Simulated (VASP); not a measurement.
Wanted: the native input for a VASP 6.6.1 run.

| Property | Result |
| --- | --- |
| Task | single point |
| Functional | PBE |
| Potentials or basis | VASP PAW PBE potentials, release 64 (Si, O) |
| Cutoff | 520 eV |
| k mesh | 6 × 6 × 6 |
| Occupations | fermi-dirac, width 0.05 eV |
| Spin | no spin polarisation |
| Dipole correction | no |
| Further INCAR settings | ALGO = Normal; EDIFF = 1e-06; NBANDS = 44 |

The structure of SiO2 lies in POSCAR:

```
SiO2
1.0
   -4.5308899071      4.5308899071      2.6461396907
    4.5308899071     -4.5308899071      2.6461396907
    4.5308899071      4.5308899071     -2.6461396907
Si O
4 8
Direct
    0.8231114200      0.8231114200      0.6462228400
    0.1768885800      0.8231114200      0.0000000000
    0.8231114200      0.1768885800      0.0000000000
    0.1768885800      0.1768885800      0.3537771600
    0.0000000000      0.7914513400      0.7914513400
    0.2085486600      0.0000000000      0.2085486600
    0.7914513400      0.0000000000      0.7914513400
    0.0000000000      0.2085486600      0.2085486600
    0.0000000000      0.0000000000      0.5000000000
    0.5000000000      0.0000000000      0.0000000000
    0.0000000000      0.5000000000      0.0000000000
    0.5000000000      0.5000000000      0.5000000000
```

The input as run:

INCAR

```
SYSTEM = SiO2
PREC = Accurate
ENCUT = 520
EDIFF = 1E-6
ISMEAR = -1
SIGMA = 0.05
LREAL = .False.
LASPH = .True.
NELM = 80
ALGO = Normal
ISIF = 2
LWAVE = .False.
LCHARG = .False.
GGA = PE
NBANDS = 44
```

KPOINTS

```
regular mesh
0
Gamma
  6 6 6
  0 0 0
```

Potentials or basis: VASP PAW PBE potentials, release 64 (Si, O).

Command:

```console
$ cat potpaw_PBE.64/Si/POTCAR potpaw_PBE.64/O/POTCAR > POTCAR
$ mpirun -np 1 vasp_std > vasp.out
```

Results of the run:

```json
{
  "Pressure": "-1.9 GPa",
  "Largest force": "0.040 eV/Å",
  "Band gap on the k mesh": "5.30 eV"
}
```

Run time: 4.2 min on 1 thread of AMD EPYC 9R45 96-Core Processor (Zen 5), on a shared host, peak memory 0.47 GiB.
